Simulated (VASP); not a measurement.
A run of VASP 6.6.1:

INCAR

```
SYSTEM = CoO
PREC = Accurate
ENCUT = 520
EDIFF = 1E-6
ISMEAR = -1
SIGMA = 0.05
LREAL = .FALSE.
LASPH = .TRUE.
NELM = 150
ALGO = Normal
ISIF = 2
LWAVE = .FALSE.
LCHARG = .FALSE.
ISPIN = 2
MAGMOM = 2 0
LORBIT = 11
LMAXMIX = 4
GGA = RE
NBANDS = 18
```

The input KPOINTS:

```
regular mesh
0
G
  11 11 11
  0 0 0
```

File POSCAR:

```
CoO
1.0
    0.0000000000      2.0879877907      2.0879877907
    2.0879877907      0.0000000000      2.0879877907
    2.0879877907      2.0879877907      0.0000000000
Co O
1 1
Direct
    0.0000000000      0.0000000000      0.0000000000
    0.5000000000      0.5000000000      0.5000000000
```

Potentials or basis: VASP PAW PBE potentials, release 64 (Co, O).

The run is started by

```sh
$ cat potpaw_PBE.64/Co/POTCAR potpaw_PBE.64/O/POTCAR > POTCAR
$ mpirun -np 1 vasp_std > vasp.out
```

Hardware: 1 thread of Intel(R) Xeon(R) Platinum 8259CL CPU @ 2.50GHz (Skylake/Cascade Lake), on a shared host.

Question: How long does it take, and how much memory?

Answer: Run time: 27 s on 1 thread of Intel(R) Xeon(R) Platinum 8259CL CPU @ 2.50GHz (Skylake/Cascade Lake) (shared host), peak memory 0.17 GiB. Counts: scf iterations 15, k points 56.
